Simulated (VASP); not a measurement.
# Ta2O (antifluorite type) (Fm-3m) in VASP: single point with PBE

Aim: the single point of Ta2O (antifluorite type) with PBE.

Everything below comes from runs of VASP 6.6.1. Logs are shortened: lines on timing, memory, paths and dates and some standing lists are left out, and cuts for length are marked.

**1. The cell of the first run**

Symmetry: Fm-3m, No. 225, cubic system. The conventional cell has a = 5.647 Å, b = 5.647 Å, c = 5.647 Å, α = 90.00°, β = 90.00°, γ = 90.00°. Within 3.2 Å of Ta (site symmetry -43m) lie 4 O at 2.45 Å and 6 Ta at 2.82 Å. Within 3.2 Å of O (site symmetry m-3m) lie 8 Ta at 2.45 Å.

**2. Single point, PBE**

Contents of INCAR:

```
SYSTEM = Ta2O
PREC = Accurate
ENCUT = 520
EDIFF = 1E-7
ISMEAR = -1
SIGMA = 0.06122561905347299
LREAL = .FALSE.
LASPH = .TRUE.
NELM = 60
ALGO = Normal
ISIF = 2
LWAVE = .FALSE.
LCHARG = .TRUE.
GGA = PE
LELF = .TRUE.
LVHAR = .TRUE.
NBANDS = 21
```

Contents of KPOINTS:

```
regular mesh
0
G
  33 33 33
  0 0 0
```

Contents of POSCAR:

```
Ta2O
1.0
    0.0000000000      2.8235868467      2.8235868467
    2.8235868467      0.0000000000      2.8235868467
    2.8235868467      2.8235868467      0.0000000000
Ta O
2 1
Direct
    0.2500000000      0.2500000000      0.2500000000
    0.7500000000      0.7500000000      0.7500000000
    0.0000000000      0.0000000000      0.0000000000
```

Potentials or basis: VASP PAW PBE potentials, release 64 (Ta_pv, O).

Command:

```console
$ cat potpaw_PBE.64/Ta_pv/POTCAR potpaw_PBE.64/O/POTCAR > POTCAR
$ mpirun -np 1 vasp_std > vasp.out
```

OUTCAR:

```text
SYSTEM = Ta2O
   PREC = Accurate
   ENCUT = 520
   EDIFF = 1E-7
   ISMEAR = -1
   LREAL = .FALSE.
   LASPH = .TRUE.
   NELM = 60
   ISIF = 2
   GGA = PE

 ion  position               nearest neighbor table
   1  0.250  0.250  0.250-   3 2.45   3 2.45   3 2.45   3 2.45   2 2.82   2 2.82   2 2.82   2 2.82
                             2 2.82   2 2.82
   2  0.750  0.750  0.750-   3 2.45   3 2.45   3 2.45   3 2.45   1 2.82   1 2.82   1 2.82   1 2.82
                             1 2.82   1 2.82
   3  0.000  0.000  0.000-   2 2.45   2 2.45   2 2.45   1 2.45   2 2.45   1 2.45   1 2.45   1 2.45

  LATTYP: Found a face centered cubic cell.
 ALAT       =     5.6471736934

  Lattice vectors:

 A1 = (   0.0000000000,   2.8235868467,   2.8235868467)
 A2 = (   2.8235868467,   0.0000000000,   2.8235868467)
 A3 = (   2.8235868467,   2.8235868467,   0.0000000000)

Analysis of symmetry for initial positions (statically):
=====================================================================
 Subroutine PRICEL returns:
 Original cell was already a primitive cell.

 Routine SETGRP: Setting up the symmetry group for a
 face centered cubic supercell.

 Subroutine GETGRP returns: Found 48 space group operations
 (whereof 48 operations were pure point group operations)
 out of a pool of 48 trial point group operations.

The static configuration has the point symmetry O_h .

Analysis of symmetry for dynamics (positions and initial velocities):
=====================================================================
 Subroutine PRICEL returns:
 Original cell was already a primitive cell.

 Routine SETGRP: Setting up the symmetry group for a
 face centered cubic supercell.

 Subroutine GETGRP returns: Found 48 space group operations
 (whereof 48 operations were pure point group operations)
 out of a pool of 48 trial point group operations.

The dynamic configuration has the point symmetry O_h .

 Subroutine INISYM returns: Found 48 space group operations
 (whereof 48 operations are pure point group operations),
 and found     1 'primitive' translations

----------------------------------------------------------------------------------------

                                     Primitive cell

  volume of cell :      45.0229

  direct lattice vectors                    reciprocal lattice vectors
     0.000000000  2.823586847  2.823586847    -0.177079731  0.177079731  0.177079731
[... 80 lines left out ...]
   ISTART =      0    job   : 0-new  1-cont  2-samecut
   ICHARG =      2    charge: 1-file 2-atom 10-const
   ISPIN  =      1    spin polarized calculation?
   LNONCOLLINEAR =      F non collinear calculations
   LSORBIT =      F    spin-orbit coupling
   LASPH  =      T    aspherical Exc in radial PAW
   ENCUT  =  520.0 eV  38.22 Ry    6.18 a.u.   7.42  7.42  7.42*2*pi/ulx,y,z
   NELM   =     60;   NELMIN=  2; NELMDL= -5     # of ELM steps
   EDIFF  = 0.1E-06   stopping-criterion for ELM
   LREAL  =      F    real-space projection
   EDIFFG = 0.1E-05   stopping-criterion for IOM
   NSW    =      0    number of steps for IOM
   IBRION =     -1    ionic relax: 0-MD 1-quasi-New 2-CG
   NFREE  =      0    steps in history (QN), initial steepest desc. (CG)
   ISIF   =      2    stress and relaxation
   ISYM   =      2    0-nonsym 1-usesym 2-fastsym
   POTIM  = 0.5000    time-step for ionic-motion
   TEBEG  =    0.0;   TEEND  =   0.0 temperature during run
   PSTRESS=    0.0 pullay stress
   NELECT =      28.0000    total number of electrons
   NUPDOWN=      -1.0000    fix difference up-down
   EMIN   =  10.00;   EMAX   =-10.00  energy-range for DOS
   EFERMI =   0.00;   METHOD = LEGACY
   ISMEAR =    -1;   SIGMA  =   0.06  broadening in eV -4-tet -1-fermi 0-gaus
   EFERMI_NEDOS =   21; number of points for ismear=-14 and -15
   IALGO  =     38    algorithm
   IMIX   =      4    mixing-type and parameters
     AMIX     =   0.40;   BMIX     =  1.00
     AMIX_MAG =   1.60;   BMIX_MAG =  1.00
  volume/ion in A,a.u.               =      15.01       101.28
  Fermi-wavevector in a.u.,A,eV,Ry     =   1.397386  2.640676 26.567925  1.952687
  Thomas-Fermi vector in A             =   2.520647
   LORBIT       =      0    0 simple, 1 ext, 2 COOP (PROOUT), +10 PAW based schemes
   GGA     = PE    functional components
   LHFCALC =     F    Hartree Fock is set to
   AEXX    =    0.0000 exact exchange contribution
   IVDW    =     0    specifies the selected vdW correction
   LEPSILON=     F    determine dielectric tensor
   LRPA    =     F    only Hartree local field effects (RPA)
 non-spin polarized calculation
  energy-cutoff  :      520.00
  volume of cell :       45.02
 maximum number of plane-waves:      1243
 NGX is ok and might be reduce to    30
   NGX = 15   NGY = 15   NGZ = 15

 number of electron      28.0000004 magnetization

 Free energy of the ion-electron system (eV)
  ---------------------------------------------------
  ext. energy  EPLUGINS =         0.00000000
  ---------------------------------------------------
  free energy    TOTEN  =       -28.09576864 eV

  energy without entropy =      -28.07809528  energy(sigma->0) =      -28.08693196

 E-fermi :   6.4351     XC(G=0): -12.2647

 val. band max:        6.4348953958   @ k =  -0.2424   0.2424   0.0000
 cond. band min:       6.4415586977   @ k =  -0.4848   0.0909   0.0000
 fundamental gap:      0.0066633020
 Fermi energy:         6.4351462472

 k-point     1 :       0.0000    0.0000    0.0000
  band No.  band energies     occupation
      1     -29.0110      2.00000
      2     -29.0110      2.00000
      3     -29.0110      2.00000
      4     -28.3361      2.00000
      5     -28.3361      2.00000
      6     -28.3361      2.00000
[... 565 lines left out ...]
     20      10.5549      0.00000
     21      10.8570      0.00000

 [... further k-points ...]
[... 5 lines left out ...]
  --------------------------------------------------------------------------------------
  -------------------------------------------------------------------------------------
  Total       -0.0015347     -0.0015347     -0.0015347      0.0000000      0.0000000      0.0000000
  in kB       -0.0546122     -0.0546122     -0.0546122      0.0000000      0.0000000      0.0000000
  external PRESSURE =      -0.0546122 kB  Pullay stress =       0.0000000 kB

 VOLUME and BASIS-vectors are now :
 -----------------------------------------------------------------------------
  energy-cutoff  :      520.00
  volume of cell :       45.02
      direct lattice vectors                 reciprocal lattice vectors
     0.000000000  2.823586847  2.823586847    -0.177079731  0.177079731  0.177079731
     2.823586847  0.000000000  2.823586847     0.177079731 -0.177079731  0.177079731
     2.823586847  2.823586847  0.000000000     0.177079731  0.177079731 -0.177079731

 POSITION                                       TOTAL-FORCE (eV/Angst)
 -----------------------------------------------------------------------------------
      1.41179      1.41179      1.41179        -0.000000     -0.000000      0.000000
      4.23538      4.23538      4.23538         0.000000     -0.000000     -0.000000
      0.00000      0.00000      0.00000        -0.000000      0.000000     -0.000000
 -----------------------------------------------------------------------------------
    total drift:                               -0.000000      0.000000      0.000000

  FREE ENERGIE OF THE ION-ELECTRON SYSTEM (eV)
  ---------------------------------------------------
  free  energy   TOTEN  =       -28.0957686398 eV

  energy  without entropy=      -28.0780952816  energy(sigma->0) =      -28.08693196
```

OSZICAR:

```text
N       E                     dE             d eps       ncg     rms          rms(c)
DAV:   1     0.224564498548E+03    0.22456E+03   -0.15586E+04 40706   0.137E+03
DAV:   2    -0.203366760623E+02   -0.24490E+03   -0.23628E+03 47243   0.385E+02
DAV:   3    -0.299430525223E+02   -0.96064E+01   -0.93695E+01 49470   0.691E+01
DAV:   4    -0.300888365921E+02   -0.14578E+00   -0.14496E+00 47818   0.809E+00
DAV:   5    -0.300905496012E+02   -0.17130E-02   -0.17122E-02 48449   0.753E-01    0.179E+01
DAV:   6    -0.284874875500E+02    0.16031E+01   -0.11875E+01 45631   0.208E+01    0.946E+00
DAV:   7    -0.281527596336E+02    0.33473E+00   -0.17044E+00 45389   0.740E+00    0.574E+00
DAV:   8    -0.280971469472E+02    0.55613E-01   -0.35276E-01 46677   0.447E+00    0.451E-01
DAV:   9    -0.280956759695E+02    0.14710E-02   -0.13208E-02 45270   0.813E-01    0.296E-01
DAV:  10    -0.280957777589E+02   -0.10179E-03   -0.13032E-03 49579   0.289E-01    0.401E-02
DAV:  11    -0.280957705888E+02    0.71701E-05   -0.85712E-05 49660   0.743E-02    0.231E-02
DAV:  12    -0.280957683726E+02    0.22162E-05   -0.10217E-05 48861   0.232E-02    0.905E-04
DAV:  13    -0.280957684982E+02   -0.12557E-06   -0.48062E-07 44910   0.490E-03    0.729E-04
DAV:  14    -0.280957686138E+02   -0.11557E-06   -0.14903E-08 21399   0.791E-04    0.222E-04
DAV:  15    -0.280957686398E+02   -0.26019E-07   -0.80226E-09 20779   0.612E-04
   1 F= -.28095769E+02 E0= -.28086932E+02  d E =-.176734E-01
```

Run time: 16 min. Hardware: 1 thread of Intel Xeon Platinum 8259CL at 2.50GHz (Skylake/Cascade Lake), shared host; peak memory 0.84 GiB.

What came out:

```yaml
Free_energy: -28.0958 eV
Pressure: 0.0 GPa
Band_gap_on_the_k_mesh: zero (band 14 reaches 7.18 eV, above the bottom of band 15 at 6.13 eV)
```

Levels at points of the mesh, in eV from the Fermi level:
| k point | band 10 | band 11 | band 12 | band 13 | band 14 | band 15 | band 16 | band 17 | band 18 | band 19 |
| --- | --- | --- | --- | --- | --- | --- | --- | --- | --- | --- |
| (0.00, 0.00, 0.00) | -7.55 | -5.37 | -3.60 | -3.60 | 0.74 | 0.74 | 0.74 | 4.22 | 4.22 | 4.22 |

Caveat: spin-orbit coupling is left out, which moves the levels of the heavy elements.
